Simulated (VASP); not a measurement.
# GaSb (F-43m) in VASP: a series of runs

Aim: see how the results for GaSb move with the level of theory and the settings. Levels: LDA, r2SCAN. Tasks: relaxation of cell and atoms, single point.

Everything below comes from runs of VASP 6.6.1. Logs are shortened: lines on timing, memory, paths and dates and some standing lists are left out, and cuts for length are marked.

## (1) The cell of the first run

Symmetry: F-43m, No. 216, cubic system. Conventional cell: a = 6.218 Å, b = 6.218 Å, c = 6.218 Å, α = 90.00°, β = 90.00°, γ = 90.00°. Within 3.6 Å of Ga (site symmetry -43m) lie 4 Sb at 2.69 Å. Within 3.6 Å of Sb (site symmetry -43m) lie 4 Ga at 2.69 Å.

## (2) Relaxation of cell and atoms, LDA

INCAR reads:

```
ALGO = Normal
EDIFF = 1E-6
EDIFFG = -0.005
ENCUT = 600
GGA = CA
IBRION = 2
ISIF = 3
ISMEAR = -1
LASPH = True
LCHARG = False
LREAL = False
LWAVE = False
NELM = 100
NSW = 80
PREC = Accurate
SIGMA = 0.02
```

KPOINTS reads:

```
k-points
0
Gamma
  6 6 6
```

POSCAR reads:

```
GaSb
1.0
    0.0000000000      3.1090646227      3.1090646227
    3.1090646227      0.0000000000      3.1090646227
    3.1090646227      3.1090646227      0.0000000000
Ga Sb
1 1
Direct
    0.0000000000      0.0000000000      0.0000000000
    0.2500000000      0.2500000000      0.2500000000
```

Potentials or basis: VASP PAW LDA potentials, release 64 (Ga_d, Sb).

Launch:

```
cat potpaw_LDA.64/Ga_d/POTCAR potpaw_LDA.64/Sb/POTCAR > POTCAR
mpirun -np 1 vasp_std > vasp.out
```

OUTCAR:

```text
EDIFF = 1E-6
   EDIFFG = -0.005
   ENCUT = 600
   GGA = CA
   IBRION = 2
   ISIF = 3
   ISMEAR = -1
   LASPH = True
   LREAL = False
   NELM = 100
   NSW = 80
   PREC = Accurate

 ion  position               nearest neighbor table
   1  0.000  0.000  0.000-   2 2.69   2 2.69   2 2.69   2 2.69
   2  0.250  0.250  0.250-   1 2.69   1 2.69   1 2.69   1 2.69

  LATTYP: Found a face centered cubic cell.
 ALAT       =     6.2181292454

  Lattice vectors:

 A1 = (   0.0000000000,   3.1090646227,   3.1090646227)
 A2 = (   3.1090646227,   0.0000000000,   3.1090646227)
 A3 = (   3.1090646227,   3.1090646227,   0.0000000000)

Analysis of symmetry for initial positions (statically):
=====================================================================
 Subroutine PRICEL returns:
 Original cell was already a primitive cell.

 Routine SETGRP: Setting up the symmetry group for a
 face centered cubic supercell.

 Subroutine GETGRP returns: Found 24 space group operations
 (whereof 24 operations were pure point group operations)
 out of a pool of 48 trial point group operations.

The static configuration has the point symmetry T_d .

Analysis of symmetry for dynamics (positions and initial velocities):
=====================================================================
 Subroutine PRICEL returns:
 Original cell was already a primitive cell.

 Routine SETGRP: Setting up the symmetry group for a
 face centered cubic supercell.

 Subroutine GETGRP returns: Found 24 space group operations
 (whereof 24 operations were pure point group operations)
 out of a pool of 48 trial point group operations.

The dynamic configuration has the point symmetry T_d .

 Subroutine INISYM returns: Found 24 space group operations
 (whereof 24 operations are pure point group operations),
 and found     1 'primitive' translations

----------------------------------------------------------------------------------------

                                     Primitive cell

  volume of cell :      60.1062

  direct lattice vectors                    reciprocal lattice vectors
     0.000000000  3.109064623  3.109064623    -0.160820073  0.160820073  0.160820073
     3.109064623  0.000000000  3.109064623     0.160820073 -0.160820073  0.160820073
     3.109064623  3.109064623  0.000000000     0.160820073  0.160820073 -0.160820073

  length of vectors
     4.396881356  4.396881356  4.396881356     0.278548538  0.278548538  0.278548538

  position of ions in fractional coordinates (direct lattice)
     0.000000000  0.000000000  0.000000000
     0.250000000  0.250000000  0.250000000

  ion indices of the primitive-cell ions
   primitive index   ion index
                 1           1
                 2           2

----------------------------------------------------------------------------------------

 KPOINTS: k-points

Automatic generation of k-mesh.
 Grid dimensions read from file:
 generate k-points for:    6    6    6

 Generating k-lattice:

  Cartesian coordinates                     Fractional coordinates (reciprocal lattice)
    -0.026803346  0.026803346  0.026803346     0.166666667  0.000000000  0.000000000
     0.026803346 -0.026803346  0.026803346     0.000000000  0.166666667  0.000000000
     0.026803346  0.026803346 -0.026803346     0.000000000  0.000000000  0.166666667

  Length of vectors
     0.046424756  0.046424756  0.046424756

  Shift w.r.t. Gamma in fractional coordinates (k-lattice)
     0.000000000  0.000000000  0.000000000

 Subroutine IBZKPT returns following result:
 ===========================================

 Found     16 irreducible k-points:

 Following reciprocal coordinates:
            Coordinates               Weight
  0.000000  0.000000  0.000000      1.000000
  0.166667  0.000000  0.000000      8.000000
  0.333333  0.000000  0.000000      8.000000
  0.500000  0.000000  0.000000      4.000000
  0.166667  0.166667  0.000000      6.000000
  0.333333  0.166667  0.000000     24.000000
[... 8 lines left out ...]
 -0.333333  0.333333  0.166667     24.000000
 -0.333333  0.500000  0.166667     12.000000
   k-points           NKPTS =     16   k-points in BZ     NKDIM =     16   number of bands    NBANDS=     13
   number of dos      NEDOS =    301   number of ions     NIONS =      2
   total plane-waves  NPLWV =  46656
   dimension x,y,z NGX =    36 NGY =   36 NGZ =   36
   dimension x,y,z NGXF=    72 NGYF=   72 NGZF=   72
   ions per type =               1   1
   NGX,Y,Z   is equivalent  to a cutoff of  13.61, 13.61, 13.61 a.u.
   NGXF,Y,Z  is equivalent  to a cutoff of  27.22, 27.22, 27.22 a.u.
 SYSTEM =  unknown system
   PREC   = accura    normal or accurate (medium, high low for compatibility)
   ISTART =      0    job   : 0-new  1-cont  2-samecut
   ICHARG =      2    charge: 1-file 2-atom 10-const
   ISPIN  =      1    spin polarized calculation?
   LNONCOLLINEAR =      F non collinear calculations
   LSORBIT =      F    spin-orbit coupling
   LASPH  =      T    aspherical Exc in radial PAW
   ENCUT  =  600.0 eV  44.10 Ry    6.64 a.u.   8.78  8.78  8.78*2*pi/ulx,y,z
   NELM   =    100;   NELMIN=  2; NELMDL= -5     # of ELM steps
   EDIFF  = 0.1E-05   stopping-criterion for ELM
   LREAL  =      F    real-space projection
   EDIFFG = -.5E-02   stopping-criterion for IOM
   NSW    =     80    number of steps for IOM
   IBRION =      2    ionic relax: 0-MD 1-quasi-New 2-CG
   NFREE  =      1    steps in history (QN), initial steepest desc. (CG)
   ISIF   =      3    stress and relaxation
   ISYM   =      2    0-nonsym 1-usesym 2-fastsym
   POTIM  = 0.5000    time-step for ionic-motion
   TEBEG  =    0.0;   TEEND  =   0.0 temperature during run
   PSTRESS=    0.0 pullay stress
   NELECT =      18.0000    total number of electrons
   NUPDOWN=      -1.0000    fix difference up-down
   EMIN   =  10.00;   EMAX   =-10.00  energy-range for DOS
   EFERMI =   0.00;   METHOD = LEGACY
   ISMEAR =    -1;   SIGMA  =   0.02  broadening in eV -4-tet -1-fermi 0-gaus
   EFERMI_NEDOS =   21; number of points for ismear=-14 and -15
   IALGO  =     38    algorithm
   IMIX   =      4    mixing-type and parameters
     AMIX     =   0.40;   BMIX     =  1.00
     AMIX_MAG =   1.60;   BMIX_MAG =  1.00
  volume/ion in A,a.u.               =      30.05       202.81
  Fermi-wavevector in a.u.,A,eV,Ry     =   1.095282  2.069783 16.322127  1.199642
  Thomas-Fermi vector in A             =   2.231603
   LORBIT       =      0    0 simple, 1 ext, 2 COOP (PROOUT), +10 PAW based schemes
   GGA     = CA    functional components
   LHFCALC =     F    Hartree Fock is set to
   AEXX    =    0.0000 exact exchange contribution
   IVDW    =     0    specifies the selected vdW correction
   LEPSILON=     F    determine dielectric tensor
   LRPA    =     F    only Hartree local field effects (RPA)
 conjugate gradient relaxation of ions
 non-spin polarized calculation
  energy-cutoff  :      600.00
  volume of cell :       60.11
 maximum number of plane-waves:      2044
   NGX = 17   NGY = 17   NGZ = 17

--------------------------------------- Ionic step        1  -------------------------------------------

 number of electron      17.9999991 magnetization

 Free energy of the ion-electron system (eV)
  ---------------------------------------------------
  ext. energy  EPLUGINS =         0.00000000
  ---------------------------------------------------
  free energy    TOTEN  =        -8.58628965 eV

  energy without entropy =       -8.58593511  energy(sigma->0) =       -8.58611238

 E-fermi :   4.2123     XC(G=0):  -9.1879

 val. band max:        4.1984446691   @ k =   0.0000   0.0000   0.0000
 cond. band min:       4.3934925561   @ k =   0.5000   0.0000   0.0000
 fundamental gap:      0.1950478870
 Fermi energy:         4.2122935989

 k-point     1 :       0.0000    0.0000    0.0000
  band No.  band energies     occupation
      1     -10.8660      2.00000
      2     -10.8660      2.00000
      3     -10.8660      2.00000
      4     -10.8238      2.00000
      5     -10.8238      2.00000
      6      -6.9932      2.00000
      7       3.7328      2.00000
      8       4.1984      1.33302
      9       4.1984      1.33302
     10       4.1984      1.33302
     11       6.9520      0.00000
     12       6.9520      0.00000
     13       6.9520      0.00000

 k-point     2 :       0.1667    0.0000    0.0000
  band No.  band energies     occupation
      1     -10.8715      2.00000
      2     -10.8635      2.00000
      3     -10.8635      2.00000
      4     -10.8241      2.00000
      5     -10.8241      2.00000
      6      -6.7288      2.00000
      7       1.4289      2.00000
      8       3.8262      2.00000
      9       3.8262      2.00000
     10       4.9664      0.00000
     11       7.4583      0.00000
     12       7.4583      0.00000
     13       7.9263      0.00000
[... 451 lines left out ...]
 VOLUME and BASIS-vectors are now :
 -----------------------------------------------------------------------------
  energy-cutoff  :      600.00
  volume of cell :       55.52
      direct lattice vectors                 reciprocal lattice vectors
    -0.000000000  3.027884292  3.027884292    -0.165131806  0.165131806  0.165131806
     3.027884292  0.000000000  3.027884292     0.165131806 -0.165131806  0.165131806
     3.027884292  3.027884292  0.000000000     0.165131806  0.165131806 -0.165131806

 POSITION                                       TOTAL-FORCE (eV/Angst)
 -----------------------------------------------------------------------------------
      3.02788      0.00000      3.02788        -0.000000      0.000000     -0.000000
      1.51394      1.51394      1.51394         0.000000     -0.000000      0.000000
 -----------------------------------------------------------------------------------
    total drift:                               -0.000000     -0.000000     -0.000000

  FREE ENERGIE OF THE ION-ELECTRON SYSTEM (eV)
  ---------------------------------------------------
  free  energy   TOTEN  =        -8.6404195565 eV

  energy  without entropy=       -8.6402246468  energy(sigma->0) =       -8.64032210

--------------------------------------- Ionic step        8  -------------------------------------------

 number of electron      18.0000005 magnetization

 Free energy of the ion-electron system (eV)
  ---------------------------------------------------
  ext. energy  EPLUGINS =         0.00000000
  ---------------------------------------------------
  free energy    TOTEN  =        -8.64042140 eV

  energy without entropy =       -8.64023352  energy(sigma->0) =       -8.64032746

 E-fermi :   5.0711     XC(G=0):  -9.5275

 val. band max:        5.0121055521   @ k =   0.0000   0.0000   0.0000
 cond. band min:       5.1059204779   @ k =   0.0000   0.0000   0.0000
 fundamental gap:      0.0938149258
 Fermi energy:         5.0711047826

 k-point     1 :       0.0000    0.0000    0.0000
  band No.  band energies     occupation
      1     -10.2091      2.00000
      2     -10.2091      2.00000
      3     -10.2091      2.00000
      4     -10.1552      2.00000
      5     -10.1552      2.00000
      6      -6.7249      2.00000
      7       5.0121      1.90052
      8       5.0121      1.90052
      9       5.0121      1.90052
     10       5.1059      0.29843
     11       7.7466      0.00000
     12       7.7466      0.00000
     13       7.7466      0.00000

 k-point     2 :       0.1667    0.0000    0.0000
  band No.  band energies     occupation
      1     -10.2170      2.00000
      2     -10.2057      2.00000
      3     -10.2057      2.00000
      4     -10.1556      2.00000
      5     -10.1556      2.00000
      6      -6.4323      2.00000
      7       2.2501      2.00000
      8       4.5874      2.00000
      9       4.5874      2.00000
     10       6.0182      0.00000
     11       8.3070      0.00000
     12       8.3070      0.00000
     13       8.9657      0.00000
[... 235 lines left out ...]
 VOLUME and BASIS-vectors are now :
 -----------------------------------------------------------------------------
  energy-cutoff  :      600.00
  volume of cell :       55.50
      direct lattice vectors                 reciprocal lattice vectors
    -0.000000000  3.027566339  3.027566339    -0.165149148  0.165149148  0.165149148
     3.027566339  0.000000000  3.027566339     0.165149148 -0.165149148  0.165149148
     3.027566339  3.027566339  0.000000000     0.165149148  0.165149148 -0.165149148

 POSITION                                       TOTAL-FORCE (eV/Angst)
 -----------------------------------------------------------------------------------
      0.00000      0.00000      0.00000         0.000000     -0.000000     -0.000000
      1.51378      1.51378      1.51378        -0.000000      0.000000      0.000000
 -----------------------------------------------------------------------------------
    total drift:                               -0.000000     -0.000000     -0.000000

  FREE ENERGIE OF THE ION-ELECTRON SYSTEM (eV)
  ---------------------------------------------------
  free  energy   TOTEN  =        -8.6404214035 eV

  energy  without entropy=       -8.6402335159  energy(sigma->0) =       -8.64032746

 reached required accuracy - stopping structural energy minimisation
```

Wall time 42 s (1 thread of Intel Xeon Platinum 8488C (Sapphire Rapids), shared host); peak memory 0.18 GiB.

Results:

- Free energy: -8.6404 eV
- Relaxed volume: 27.75 Å³/atom
- Relaxed cell: a = 4.282 Å, b = 4.282 Å, c = 4.282 Å, α = 60.00°, β = 60.00°, γ = 60.00°
- Space group after relaxing (to 0.05 Å): F-43m (No. 216)
- Energy gained by relaxing: 27.1 meV/atom
- Ionic steps: 8
- Pressure after relaxing: 0.0 GPa
- Band gap on the k mesh: 0.09 eV, direct

Step by step:
| step | energy change (eV) | largest force (eV/Å) | pressure (GPa) | volume (Å³) |
| --- | --- | --- | --- | --- |
| 1 | 0.0000 | 0.0000 | -3.60 | 60.11 |
| 2 | -0.0505 | 0.0000 | 1.14 | 54.43 |
| 3 | -0.0541 | 0.0000 | -0.05 | 55.55 |
| 4 | -0.0541 | 0.0000 | 0.08 | 55.46 |
| 5 | -0.0541 | 0.0000 | -0.06 | 55.56 |
| 6 | -0.0541 | 0.0000 | 0.04 | 55.49 |
| 7 | -0.0541 | 0.0000 | -0.06 | 55.52 |
| 8 | -0.0541 | 0.0000 | 0.01 | 55.50 |

Final structure:
```xyz
2
Lattice="0.0000 3.0276 3.0276 3.0276 0.0000 3.0276 3.0276 3.0276 0.0000" Properties=species:S:1:pos:R:3 pbc="T T T"
Ga    0.0000    0.0000    0.0000
Sb    1.5138    1.5138    1.5138
```

Caveat: spin-orbit coupling is left out, which moves the levels of the heavy elements. A k mesh can miss the band edges.

## (3) Relaxation of cell and atoms, r2SCAN

POSCAR is that of step 2.

INCAR.step1 reads:

```
SYSTEM = GaSb
PREC = Accurate ; ENCUT = 600
ISMEAR = -1 ; SIGMA = 0.02
LREAL = .False. ; LASPH = .True.
NELM = 80 ; GGA = PE
ALGO = Normal ; EDIFF = 1E-4
LWAVE = .True. ; LCHARG = .False.
```

INCAR.step2 reads:

```
SYSTEM = GaSb
PREC = Accurate ; ENCUT = 600
EDIFF = 1E-6 ; ISMEAR = -1
SIGMA = 0.02 ; LREAL = .False.
LASPH = .True. ; NELM = 80
ALGO = Normal ; ISIF = 3
LWAVE = .False. ; LCHARG = .False.
METAGGA = R2SCAN ; LMIXTAU = .True.
IBRION = 2 ; NSW = 80
EDIFFG = -0.005 ; ISTART = 1
```

KPOINTS reads:

```
regular mesh
0
Gamma
  6 6 6
  0 0 0
```

Potentials or basis: VASP PAW PBE potentials, release 64 (Ga_d, Sb).

Launch:

```
cat potpaw_PBE.64/Ga_d/POTCAR potpaw_PBE.64/Sb/POTCAR > POTCAR
cp INCAR.step1 INCAR
mpirun -np 1 vasp_std > vasp.out
cp INCAR.step2 INCAR
mpirun -np 1 vasp_std > vasp.out
```

It took 2.2 min on 1 thread of Intel Xeon Platinum 8488C (Sapphire Rapids), shared host; peak memory 0.23 GiB.

It converged, with:

```
Free energy                            : -37.5805 eV
Relaxed volume                         : 28.85 Å³/atom
Relaxed cell                           : a = 4.338 Å, b = 4.338 Å, c = 4.338 Å, α = 60.00°, β = 60.00°, γ = 60.00°
Space group after relaxing (to 0.05 Å) : F-43m (No. 216)
Energy gained by relaxing              : 8.0 meV/atom
Ionic steps                            : 5
Pressure after relaxing                : 0.0 GPa
Band gap on the k mesh                 : 0.39 eV, direct
```

Step by step:
```tsv
step	energy change (eV)	largest force (eV/Å)	pressure (GPa)	volume (Å³)
1	0.0000	0.0000	-1.99	60.11
2	-0.0143	0.0000	0.74	56.91
3	-0.0161	0.0000	0.05	57.66
4	-0.0161	0.0000	-0.04	57.71
5	-0.0161	0.0000	-0.02	57.71
```

Final structure:
```
CELL_PARAMETERS angstrom
0.00000 3.06714 3.06714
3.06714 0.00000 3.06714
3.06714 3.06714 0.00000
ATOMIC_POSITIONS crystal
Ga 0.00000 0.00000 0.00000
Sb 0.25000 0.25000 0.25000
```

Levels at points of the mesh, in eV from the valence-band top:
| k point | band 6 | band 7 | band 8 | band 9 | band 10 | band 11 | band 12 | band 13 |
| --- | --- | --- | --- | --- | --- | --- | --- | --- |
| (0.00, 0.00, 0.00) | -11.87 | 0.00 | 0.00 | 0.00 | 0.39 | 2.98 | 2.98 | 2.98 |
| (0.50, 0.00, 0.00) | -10.17 | -6.54 | -1.20 | -1.20 | 0.66 | 4.01 | 4.01 | 6.92 |
| (0.50, 0.50, 0.00) | -9.29 | -7.01 | -2.67 | -2.67 | 1.12 | 1.49 | 9.21 | 9.21 |

Caveat: the PAW data sets were made with another functional, which shifts forces and pressure a little; spin-orbit coupling is left out, which moves the levels of the heavy elements.

(Continued in part 2 of 2.)
